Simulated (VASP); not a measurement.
# Ca3Y (Pm-3m) in VASP: a series of runs

The runs below take Ca3Y through single point, relaxation of cell and atoms, with LDA.

Everything below comes from runs of VASP 6.6.1. Logs are shortened: lines on timing, memory, paths and dates and some standing lists are left out, and cuts for length are marked.

## (1) The cell of the first run

Symmetry: Pm-3m, No. 221, cubic system. Conventional cell: a = 5.221 Å, b = 5.221 Å, c = 5.221 Å, α = 90.00°, β = 90.00°, γ = 90.00°. Y (site symmetry m-3m) has 12 Ca at 3.69 Å within 4.8 Å. Within 4.8 Å of Ca (site symmetry 4/mmm) lie 4 Y at 3.69 Å and 8 Ca at 3.69 Å.

## (2) Single point, LDA

Input file INCAR:

```
PREC = Accurate ; ENCUT = 500
EDIFF = 1E-6 ; ISMEAR = -1
SIGMA = 0.05 ; LREAL = F
LASPH = T ; NELM = 120
ALGO = Normal ; ISIF = 2
LWAVE = F ; LCHARG = F
GGA = CA ; NBANDS = 28
GGA_COMPAT = F
```

Input file KPOINTS:

```
regular mesh
0
Gamma
  3 3 3
```

Input file POSCAR:

```
Ca3Y
1.0
    5.2205368353      0.0000000000      0.0000000000
    0.0000000000      5.2205368353      0.0000000000
    0.0000000000      0.0000000000      5.2205368353
Y Ca
1 3
Direct
    0.0000000000      0.0000000000      0.0000000000
    0.0000000000      0.5000000000      0.5000000000
    0.5000000000      0.0000000000      0.5000000000
    0.5000000000      0.5000000000      0.0000000000
```

Potentials or basis: VASP PAW LDA potentials, release 64 (Y_sv, Ca_sv).

Launch:

```
$ cat potpaw_LDA.64/Y_sv/POTCAR potpaw_LDA.64/Ca_sv/POTCAR > POTCAR
$ mpirun -np 1 vasp_std > vasp.out
```

OUTCAR:

```text
PREC = Accurate
   ENCUT = 500
   EDIFF = 1E-6
   ISMEAR = -1
   LREAL = F
   LASPH = T
   NELM = 120
   ISIF = 2
   GGA = CA

 ion  position               nearest neighbor table
   1  0.000  0.000  0.000-   2 3.69   3 3.69   4 3.69   2 3.69   3 3.69   2 3.69   4 3.69   2 3.69
                             3 3.69   4 3.69   3 3.69   4 3.69
   2  0.000  0.500  0.500-   1 3.69   1 3.69   1 3.69   1 3.69
   3  0.500  0.000  0.500-   1 3.69   1 3.69   1 3.69   1 3.69
   4  0.500  0.500  0.000-   1 3.69   1 3.69   1 3.69   1 3.69

  LATTYP: Found a simple cubic cell.
 ALAT       =     5.2205368353

  Lattice vectors:

 A1 = (   5.2205368353,   0.0000000000,   0.0000000000)
 A2 = (   0.0000000000,   5.2205368353,   0.0000000000)
 A3 = (   0.0000000000,   0.0000000000,   5.2205368353)

Analysis of symmetry for initial positions (statically):
=====================================================================
 Subroutine PRICEL returns:
 Original cell was already a primitive cell.

 Routine SETGRP: Setting up the symmetry group for a
 simple cubic supercell.

 Subroutine GETGRP returns: Found 48 space group operations
 (whereof 48 operations were pure point group operations)
 out of a pool of 48 trial point group operations.

The static configuration has the point symmetry O_h .

Analysis of symmetry for dynamics (positions and initial velocities):
=====================================================================
 Subroutine PRICEL returns:
 Original cell was already a primitive cell.

 Routine SETGRP: Setting up the symmetry group for a
 simple cubic supercell.

 Subroutine GETGRP returns: Found 48 space group operations
 (whereof 48 operations were pure point group operations)
 out of a pool of 48 trial point group operations.

The dynamic configuration has the point symmetry O_h .

 Subroutine INISYM returns: Found 48 space group operations
 (whereof 48 operations are pure point group operations),
 and found     1 'primitive' translations

----------------------------------------------------------------------------------------

                                     Primitive cell

  volume of cell :     142.2805

  direct lattice vectors                    reciprocal lattice vectors
     5.220536835  0.000000000  0.000000000     0.191551182  0.000000000  0.000000000
     0.000000000  5.220536835  0.000000000     0.000000000  0.191551182  0.000000000
     0.000000000  0.000000000  5.220536835     0.000000000  0.000000000  0.191551182

  length of vectors
     5.220536835  5.220536835  5.220536835     0.191551182  0.191551182  0.191551182

  position of ions in fractional coordinates (direct lattice)
     0.000000000  0.000000000  0.000000000
     0.000000000  0.500000000  0.500000000
     0.500000000  0.000000000  0.500000000
     0.500000000  0.500000000  0.000000000

  ion indices of the primitive-cell ions
   primitive index   ion index
                 1           1
                 2           2
                 3           3
                 4           4

----------------------------------------------------------------------------------------

 KPOINTS: regular mesh

Automatic generation of k-mesh.
 Grid dimensions read from file:
 generate k-points for:    3    3    3

 Generating k-lattice:

  Cartesian coordinates                     Fractional coordinates (reciprocal lattice)
     0.063850394  0.000000000  0.000000000     0.333333333  0.000000000  0.000000000
     0.000000000  0.063850394  0.000000000     0.000000000  0.333333333  0.000000000
     0.000000000  0.000000000  0.063850394     0.000000000  0.000000000  0.333333333

  Length of vectors
     0.063850394  0.063850394  0.063850394

  Shift w.r.t. Gamma in fractional coordinates (k-lattice)
     0.000000000  0.000000000  0.000000000

 Subroutine IBZKPT returns following result:
 ===========================================

 Found      4 irreducible k-points:

 Following reciprocal coordinates:
            Coordinates               Weight
  0.000000  0.000000  0.000000      1.000000
  0.333333  0.000000  0.000000      6.000000
  0.333333  0.333333  0.000000     12.000000
  0.333333  0.333333  0.333333      8.000000
   k-points           NKPTS =      4   k-points in BZ     NKDIM =      4   number of bands    NBANDS=     28
   number of dos      NEDOS =    301   number of ions     NIONS =      4
   total plane-waves  NPLWV =  64000
   dimension x,y,z NGX =    40 NGY =   40 NGZ =   40
   dimension x,y,z NGXF=    80 NGYF=   80 NGZF=   80
   ions per type =               1   3
   NGX,Y,Z   is equivalent  to a cutoff of  12.74, 12.74, 12.74 a.u.
   NGXF,Y,Z  is equivalent  to a cutoff of  25.48, 25.48, 25.48 a.u.
 SYSTEM =  unknown system
   PREC   = accura    normal or accurate (medium, high low for compatibility)
   ISTART =      0    job   : 0-new  1-cont  2-samecut
   ICHARG =      2    charge: 1-file 2-atom 10-const
   ISPIN  =      1    spin polarized calculation?
   LNONCOLLINEAR =      F non collinear calculations
   LSORBIT =      F    spin-orbit coupling
   LASPH  =      T    aspherical Exc in radial PAW
   ENCUT  =  500.0 eV  36.75 Ry    6.06 a.u.   9.52  9.52  9.52*2*pi/ulx,y,z
   NELM   =    120;   NELMIN=  2; NELMDL= -5     # of ELM steps
   EDIFF  = 0.1E-05   stopping-criterion for ELM
   LREAL  =      F    real-space projection
   EDIFFG = 0.1E-04   stopping-criterion for IOM
   NSW    =      0    number of steps for IOM
   IBRION =     -1    ionic relax: 0-MD 1-quasi-New 2-CG
   NFREE  =      0    steps in history (QN), initial steepest desc. (CG)
   ISIF   =      2    stress and relaxation
   ISYM   =      2    0-nonsym 1-usesym 2-fastsym
   POTIM  = 0.5000    time-step for ionic-motion
   TEBEG  =    0.0;   TEEND  =   0.0 temperature during run
   PSTRESS=    0.0 pullay stress
   NELECT =      41.0000    total number of electrons
   NUPDOWN=      -1.0000    fix difference up-down
   EMIN   =  10.00;   EMAX   =-10.00  energy-range for DOS
   EFERMI =   0.00;   METHOD = LEGACY
   ISMEAR =    -1;   SIGMA  =   0.05  broadening in eV -4-tet -1-fermi 0-gaus
   EFERMI_NEDOS =   21; number of points for ismear=-14 and -15
   IALGO  =     38    algorithm
   IMIX   =      4    mixing-type and parameters
     AMIX     =   0.40;   BMIX     =  1.00
     AMIX_MAG =   1.60;   BMIX_MAG =  1.00
  volume/ion in A,a.u.               =      35.57       240.04
  Fermi-wavevector in a.u.,A,eV,Ry     =   1.081320  2.043399 15.908656  1.169253
  Thomas-Fermi vector in A             =   2.217334
   LORBIT       =      0    0 simple, 1 ext, 2 COOP (PROOUT), +10 PAW based schemes
   GGA     = CA    functional components
   LHFCALC =     F    Hartree Fock is set to
   AEXX    =    0.0000 exact exchange contribution
   IVDW    =     0    specifies the selected vdW correction
   LEPSILON=     F    determine dielectric tensor
   LRPA    =     F    only Hartree local field effects (RPA)
 non-spin polarized calculation
  energy-cutoff  :      500.00
  volume of cell :      142.28
 maximum number of plane-waves:      3695
 NGX is ok and might be reduce to    40
   NGX = 19   NGY = 19   NGZ = 19

 number of electron      41.0000008 magnetization

 Free energy of the ion-electron system (eV)
  ---------------------------------------------------
  ext. energy  EPLUGINS =         0.00000000
  ---------------------------------------------------
  free energy    TOTEN  =       -13.05329521 eV

  energy without entropy =      -12.97232416  energy(sigma->0) =      -13.01280968

 E-fermi :   2.5381     XC(G=0):  -8.7417

 val. band max:        2.5317275329   @ k =   0.3333   0.3333   0.3333
 cond. band min:       2.6465563708   @ k =   0.3333   0.0000   0.0000
 fundamental gap:      0.1148288379
 Fermi energy:         2.5381470874

 k-point     1 :       0.0000    0.0000    0.0000
  band No.  band energies     occupation
      1     -40.6802      2.00000
      2     -38.4834      2.00000
      3     -38.4514      2.00000
      4     -38.4514      2.00000
      5     -20.7752      2.00000
      6     -20.7752      2.00000
[... 20 lines left out ...]
     27       4.7741      0.00000
     28       4.7741      0.00000

 k-point     2 :       0.3333    0.0000    0.0000
  band No.  band energies     occupation
      1     -40.6800      2.00000
      2     -38.4767      2.00000
      3     -38.4581      2.00000
      4     -38.4513      2.00000
      5     -20.7703      2.00000
      6     -20.7703      2.00000
[... 20 lines left out ...]
     27       4.1323      0.00000
     28       5.1224      0.00000

 k-point     3 :       0.3333    0.3333    0.0000
  band No.  band energies     occupation
      1     -40.6799      2.00000
      2     -38.4711      2.00000
      3     -38.4594      2.00000
      4     -38.4557      2.00000
      5     -20.7756      2.00000
      6     -20.7705      2.00000
[... 20 lines left out ...]
     27       3.8373      0.00000
     28       4.6466      0.00000

 k-point     4 :       0.3333    0.3333    0.3333
  band No.  band energies     occupation
      1     -40.6798      2.00000
      2     -38.4674      2.00000
      3     -38.4593      2.00000
      4     -38.4593      2.00000
      5     -20.7797      2.00000
      6     -20.7797      2.00000
[... 20 lines left out ...]
     27       4.1185      0.00000
     28       4.8765      0.00000

------------------------ aborting loop because EDIFF is reached ----------------------------------------

  FORCE on cell =-STRESS in cart. coord.  units (eV):
  Direction    XX          YY          ZZ          XY          YZ          ZX
  --------------------------------------------------------------------------------------
  -------------------------------------------------------------------------------------
  Total       -0.0121120     -0.0121120     -0.0121120      0.0000000      0.0000000      0.0000000
  in kB       -0.1363901     -0.1363901     -0.1363901      0.0000000      0.0000000      0.0000000
  external PRESSURE =      -0.1363901 kB  Pullay stress =       0.0000000 kB

 VOLUME and BASIS-vectors are now :
 -----------------------------------------------------------------------------
  energy-cutoff  :      500.00
  volume of cell :      142.28
      direct lattice vectors                 reciprocal lattice vectors
     5.220536835  0.000000000  0.000000000     0.191551182  0.000000000  0.000000000
     0.000000000  5.220536835  0.000000000     0.000000000  0.191551182  0.000000000
     0.000000000  0.000000000  5.220536835     0.000000000  0.000000000  0.191551182

 POSITION                                       TOTAL-FORCE (eV/Angst)
 -----------------------------------------------------------------------------------
      0.00000      0.00000      0.00000         0.000000      0.000000      0.000000
      0.00000      2.61027      2.61027         0.000000      0.000000      0.000000
      2.61027      0.00000      2.61027         0.000000      0.000000      0.000000
      2.61027      2.61027      0.00000         0.000000      0.000000      0.000000
 -----------------------------------------------------------------------------------
    total drift:                                0.000000      0.000000     -0.000000

  FREE ENERGIE OF THE ION-ELECTRON SYSTEM (eV)
  ---------------------------------------------------
  free  energy   TOTEN  =       -13.0532952073 eV

  energy  without entropy=      -12.9723241559  energy(sigma->0) =      -13.01280968
```

Wall time 22 s (1 thread of AMD EPYC 7R43 (Zen 3), shared host); peak memory 0.16 GiB.

Results:

| Item | Value |
| --- | --- |
| Free energy | -13.0533 eV |
| Pressure | 0.0 GPa |
| Band gap on the k mesh | zero (an odd number of electrons rules out a gap without spin polarisation) |

Caveat: the k points lie up to 0.40 Å⁻¹ apart, too coarse for converged energies and pressures of a metal.

## (3) Relaxation of cell and atoms, LDA

This run uses another cell than the first one, of 39.59 Å³/atom.

Input file INCAR:

```
  PREC = Accurate
  ENCUT = 500
  EDIFF = 1E-7
  ISMEAR = -1
  SIGMA = 0.05
  LREAL = False
  LASPH = True
  NELM = 120
  ALGO = Normal
  ISIF = 3
  LWAVE = False
  LCHARG = False
  IBRION = 2
  NSW = 80
  EDIFFG = -0.02
  GGA_COMPAT = False
  NELMIN = 4
```

KPOINTS is that of step 2.

Input file POSCAR:

```
Ca3Y
1.0
    5.4100000000      0.0000000000      0.0000000000
    0.0000000000      5.4100000000      0.0000000000
    0.0000000000      0.0000000000      5.4100000000
Y Ca
1 3
Direct
    0.0000000000      0.0000000000      0.0000000000
    0.0000000000      0.5000000000      0.5000000000
    0.5000000000      0.0000000000      0.5000000000
    0.5000000000      0.5000000000      0.0000000000
```

Potentials or basis: VASP PAW LDA potentials, release 64 (Y_sv, Ca_sv).

Launch:

```
$ cat potpaw_LDA.64/Y_sv/POTCAR potpaw_LDA.64/Ca_sv/POTCAR > POTCAR
$ mpirun -np 1 vasp_std > vasp.out
```

Run time: 55 s. Hardware: 1 thread of AMD EPYC 7R43 (Zen 3), shared host; peak memory 0.16 GiB.

It converged, with:

* Free energy: -13.0559 eV
* Relaxed volume: 35.63 Å³/atom
* Relaxed cell: a = 5.223 Å, b = 5.223 Å, c = 5.223 Å, α = 90.00°, β = 90.00°, γ = 90.00°
* Space group after relaxing (to 0.1 Å): Pm-3m (No. 221)
* Energy gained by relaxing: 29.9 meV/atom
* Ionic steps: 3
* Pressure after relaxing: 0.0 GPa
* Band gap on the k mesh: zero (an odd number of electrons rules out a gap without spin polarisation)

Step by step:
| step | energy change (eV) | largest force (eV/Å) | pressure (GPa) | volume (Å³) |
| --- | --- | --- | --- | --- |
| 1 | 0.0000 | 0.0000 | -2.22 | 158.34 |
| 2 | -0.1120 | 0.0000 | -0.62 | 146.08 |
| 3 | -0.1195 | 0.0000 | -0.04 | 142.51 |

Final structure:
```
Y Ca
1.0
     5.22330    0.00000    0.00000
     0.00000    5.22330    0.00000
     0.00000    0.00000    5.22330
Y Ca
1 3
Direct
  0.00000 0.00000 0.00000
  0.00000 0.50000 0.50000
  0.50000 0.00000 0.50000
  0.50000 0.50000 0.00000
```

Levels at points of the mesh, in eV from the Fermi level:
```tsv
k point	band 18	band 19	band 20	band 21	band 22	band 23	band 24
(0.00, 0.00, 0.00)	-1.12	-1.12	-0.73	-0.07	-0.07	-0.07	1.43
```

Caveat: the k points lie up to 0.40 Å⁻¹ apart in the final cell, too coarse for converged energies and pressures of a metal.

The gap in the log of VASP goes by the Fermi energy; the results here count the filled bands.